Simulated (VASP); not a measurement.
# Si (P6_3/mmc) in VASP: notebook, part 2 of 2

VASP 6.6.1.

## (4) Single point, LDA

This run uses another cell than the first one, of 19.29 Å³/atom.

INCAR reads:

```
SYSTEM = Si
ALGO = Normal
EDIFF = 1E-6
ENCUT = 520
ISIF = 2
ISMEAR = 0
LASPH = .TRUE.
LCHARG = .FALSE.
LREAL = .FALSE.
LWAVE = .FALSE.
NBANDS = 16
NELM = 60
PREC = Accurate
SIGMA = 0.02
```

KPOINTS reads:

```
k-points
0
G
  12 12 6
  0 0 0
```

POSCAR reads:

```
Si
1.0
    3.8216573814      0.0000000000      0.0000000000
   -1.9108286907      3.3096523768      0.0000000000
    0.0000000000      0.0000000000      6.1004466429
Si
4
Direct
    0.3333333313      0.6666666687      0.0604611818
    0.6666666687      0.3333333313      0.5604611818
    0.3333333313      0.6666666687      0.4395388182
    0.6666666687      0.3333333313      0.9395388182
```

Potentials or basis: VASP PAW LDA potentials, release 64 (Si).

Launch:

```sh
$ cat potpaw_LDA.64/Si/POTCAR > POTCAR
$ mpirun -np 1 vasp_std > vasp.out
```

OUTCAR:

```text
SYSTEM = Si
   EDIFF = 1E-6
   ENCUT = 520
   ISIF = 2
   ISMEAR = 0
   LASPH = .TRUE.
   LREAL = .FALSE.
   NELM = 60
   PREC = Accurate

 ion  position               nearest neighbor table
   1  0.333  0.667  0.060-   3 2.31   4 2.33   4 2.33   4 2.33
   2  0.667  0.333  0.560-   4 2.31   3 2.33   3 2.33   3 2.33
   3  0.333  0.667  0.440-   1 2.31   2 2.33   2 2.33   2 2.33
   4  0.667  0.333  0.940-   2 2.31   1 2.33   1 2.33   1 2.33

  LATTYP: Found a hexagonal cell.
 ALAT       =     3.8216573814
 C/A-ratio  =     1.5962829825

  Lattice vectors:

 A1 = (   3.8216573814,   0.0000000000,   0.0000000000)
 A2 = (  -1.9108286907,   3.3096523768,   0.0000000000)
 A3 = (   0.0000000000,   0.0000000000,   6.1004466429)

Analysis of symmetry for initial positions (statically):
=====================================================================
 Subroutine PRICEL returns:
 Original cell was already a primitive cell.

 Routine SETGRP: Setting up the symmetry group for a
 hexagonal supercell.

 Subroutine GETGRP returns: Found 24 space group operations
 (whereof 12 operations were pure point group operations)
 out of a pool of 24 trial point group operations.

The static configuration has the point symmetry D_3d.
 The point group associated with its full space group is D_6h.

Analysis of symmetry for dynamics (positions and initial velocities):
=====================================================================
 Subroutine PRICEL returns:
 Original cell was already a primitive cell.

 Routine SETGRP: Setting up the symmetry group for a
 hexagonal supercell.

 Subroutine GETGRP returns: Found 24 space group operations
 (whereof 12 operations were pure point group operations)
 out of a pool of 24 trial point group operations.

The dynamic configuration has the point symmetry D_3d.
 The point group associated with its full space group is D_6h.

 Subroutine INISYM returns: Found 24 space group operations
 (whereof 12 operations are pure point group operations),
 and found     1 'primitive' translations

----------------------------------------------------------------------------------------

                                     Primitive cell

  volume of cell :      77.1606

  direct lattice vectors                    reciprocal lattice vectors
     3.821657381  0.000000000  0.000000000     0.261666576  0.151073268  0.000000000
    -1.910828691  3.309652377  0.000000000     0.000000000  0.302146536  0.000000000
     0.000000000  0.000000000  6.100446643     0.000000000  0.000000000  0.163922424

  length of vectors
     3.821657381  3.821657381  6.100446643     0.302146536  0.302146536  0.163922424

  position of ions in fractional coordinates (direct lattice)
     0.333333331  0.666666669  0.060461182
     0.666666669  0.333333331  0.560461182
     0.333333331  0.666666669  0.439538818
     0.666666669  0.333333331  0.939538818

  ion indices of the primitive-cell ions
   primitive index   ion index
                 1           1
                 2           2
                 3           3
                 4           4

----------------------------------------------------------------------------------------

 KPOINTS: k-points

Automatic generation of k-mesh.
[... 24 lines left out ...]
  0.083333  0.000000  0.000000      6.000000
  0.166667  0.000000  0.000000      6.000000
  0.250000  0.000000  0.000000      6.000000
  0.333333  0.000000  0.000000      6.000000
  0.416667  0.000000  0.000000      6.000000
[... 16 lines left out ...]
  0.250000  0.000000  0.166667     12.000000
  0.333333  0.000000  0.166667     12.000000
 [... further k-points ...]
   k-points           NKPTS =     76   k-points in BZ     NKDIM =     76   number of bands    NBANDS=     16
   number of dos      NEDOS =    301   number of ions     NIONS =      4
   total plane-waves  NPLWV =  37632
   dimension x,y,z NGX =    28 NGY =   28 NGZ =   48
   dimension x,y,z NGXF=    56 NGYF=   56 NGZF=   96
   ions per type =               4
   NGX,Y,Z   is equivalent  to a cutoff of  12.18, 12.18, 13.08 a.u.
   NGXF,Y,Z  is equivalent  to a cutoff of  24.36, 24.36, 26.16 a.u.
 SYSTEM =  Si
   PREC   = accura    normal or accurate (medium, high low for compatibility)
   ISTART =      0    job   : 0-new  1-cont  2-samecut
   ICHARG =      2    charge: 1-file 2-atom 10-const
   ISPIN  =      1    spin polarized calculation?
   LNONCOLLINEAR =      F non collinear calculations
   LSORBIT =      F    spin-orbit coupling
   LASPH  =      T    aspherical Exc in radial PAW
   ENCUT  =  520.0 eV  38.22 Ry    6.18 a.u.   7.11  7.11 11.34*2*pi/ulx,y,z
   NELM   =     60;   NELMIN=  2; NELMDL= -5     # of ELM steps
   EDIFF  = 0.1E-05   stopping-criterion for ELM
   LREAL  =      F    real-space projection
   EDIFFG = 0.1E-04   stopping-criterion for IOM
   NSW    =      0    number of steps for IOM
   IBRION =     -1    ionic relax: 0-MD 1-quasi-New 2-CG
   NFREE  =      0    steps in history (QN), initial steepest desc. (CG)
   ISIF   =      2    stress and relaxation
   ISYM   =      2    0-nonsym 1-usesym 2-fastsym
   POTIM  = 0.5000    time-step for ionic-motion
   TEBEG  =    0.0;   TEEND  =   0.0 temperature during run
   PSTRESS=    0.0 pullay stress
   NELECT =      16.0000    total number of electrons
   NUPDOWN=      -1.0000    fix difference up-down
   EMIN   =  10.00;   EMAX   =-10.00  energy-range for DOS
   EFERMI =   0.00;   METHOD = LEGACY
   ISMEAR =     0;   SIGMA  =   0.02  broadening in eV -4-tet -1-fermi 0-gaus
   EFERMI_NEDOS =   21; number of points for ismear=-14 and -15
   IALGO  =     38    algorithm
   IMIX   =      4    mixing-type and parameters
     AMIX     =   0.40;   BMIX     =  1.00
     AMIX_MAG =   1.60;   BMIX_MAG =  1.00
  volume/ion in A,a.u.               =      19.29       130.18
  Fermi-wavevector in a.u.,A,eV,Ry     =   0.968983  1.831113 12.774896  0.938928
  Thomas-Fermi vector in A             =   2.098998
   LORBIT       =      0    0 simple, 1 ext, 2 COOP (PROOUT), +10 PAW based schemes
   GGA     = CA    functional components
   LHFCALC =     F    Hartree Fock is set to
   AEXX    =    0.0000 exact exchange contribution
   IVDW    =     0    specifies the selected vdW correction
   LEPSILON=     F    determine dielectric tensor
   LRPA    =     F    only Hartree local field effects (RPA)
 non-spin polarized calculation
 Gauss-broadening in eV      SIGMA  =   0.02
  energy-cutoff  :      520.00
  volume of cell :       77.16
 maximum number of plane-waves:      2100
   NGX = 15   NGY = 15   NGZ = 23

 number of electron      15.9999999 magnetization

 Free energy of the ion-electron system (eV)
  ---------------------------------------------------
  ext. energy  EPLUGINS =         0.00000000
  ---------------------------------------------------
  free energy    TOTEN  =       -23.75248500 eV

  energy without entropy =      -23.75248493  energy(sigma->0) =      -23.75248496

 E-fermi :   6.4066     XC(G=0):  -9.7396

 val. band max:        6.3551490036   @ k =   0.0000   0.0000   0.0000
 cond. band min:       6.4595776728   @ k =   0.5000   0.0000   0.0000
 fundamental gap:      0.1044286692
 Fermi energy:         6.4066343300

 k-point     1 :       0.0000    0.0000    0.0000
  band No.  band energies     occupation
      1      -6.0784      2.00000
      2      -3.4904      2.00000
      3      -0.9553      2.00000
      4       4.6289      2.00000
      5       4.6289      2.00000
      6       6.2733      2.00000
[... 433 lines left out ...]
      3      -0.7703      2.00000
      4       1.5682      2.00000
      5       1.6922      2.00000
      6       3.4415      2.00000
[... 8 lines left out ...]
     15      13.3020      0.00000
     16      13.4816      0.00000

 [... further k-points ...]

------------------------ aborting loop because EDIFF is reached ----------------------------------------

  FORCE on cell =-STRESS in cart. coord.  units (eV):
  Direction    XX          YY          ZZ          XY          YZ          ZX
  --------------------------------------------------------------------------------------
  -------------------------------------------------------------------------------------
  Total        0.0192762      0.0192762      3.1281333      0.0000000     -0.0000000      0.0000000
  in kB        0.4002545      0.4002545     64.9531280      0.0000000     -0.0000000      0.0000000
  external PRESSURE =      21.9178790 kB  Pullay stress =       0.0000000 kB

 VOLUME and BASIS-vectors are now :
 -----------------------------------------------------------------------------
  energy-cutoff  :      520.00
  volume of cell :       77.16
      direct lattice vectors                 reciprocal lattice vectors
     3.821657381  0.000000000  0.000000000     0.261666576  0.151073268  0.000000000
    -1.910828691  3.309652377  0.000000000     0.000000000  0.302146536  0.000000000
     0.000000000  0.000000000  6.100446643     0.000000000  0.000000000  0.163922424

 POSITION                                       TOTAL-FORCE (eV/Angst)
 -----------------------------------------------------------------------------------
     -0.00000      2.20643      0.36884        -0.000000      0.000000     -0.000284
      1.91083      1.10322      3.41906         0.000000     -0.000000     -0.000284
     -0.00000      2.20643      2.68138        -0.000000      0.000000      0.000284
      1.91083      1.10322      5.73161         0.000000      0.000000      0.000284
 -----------------------------------------------------------------------------------
    total drift:                                0.000000     -0.000000      0.000000

  FREE ENERGIE OF THE ION-ELECTRON SYSTEM (eV)
  ---------------------------------------------------
  free  energy   TOTEN  =       -23.7524849953 eV

  energy  without entropy=      -23.7524849252  energy(sigma->0) =      -23.75248496
```

stdout:

```text
POSCAR found type information on POSCAR Si
 POSCAR found :  1 types and       4 ions
 scaLAPACK will be used
 LDA part: xc-table for (Slater(with rela. corr.)+CA(PZ))
 , standard interpolation
 POSCAR, INCAR and KPOINTS ok, starting setup
 FFT: planning ... GRIDC
 FFT: planning ... GRID_SOFT
 FFT: planning ... GRID
 WAVECAR not read
 entering main loop
```

Run time: 1.8 min. Hardware: 1 thread of Intel Xeon 8259CL, shared host; peak memory 0.19 GiB.

Results:

- Free energy: -23.7525 eV
- Pressure: 2.2 GPa
- Band gap on the k mesh: 0.10 eV (least direct gap 0.68 eV)

Stress tensor (GPa, compression positive):
```
0.04 0.00 0.00
0.00 0.04 0.00
0.00 0.00 6.50
```

Caveat: the stress differs along the axes, from 0 to 6 GPa; semilocal functionals underestimate gaps, and a narrow one can read as zero. A k mesh can miss the band edges.
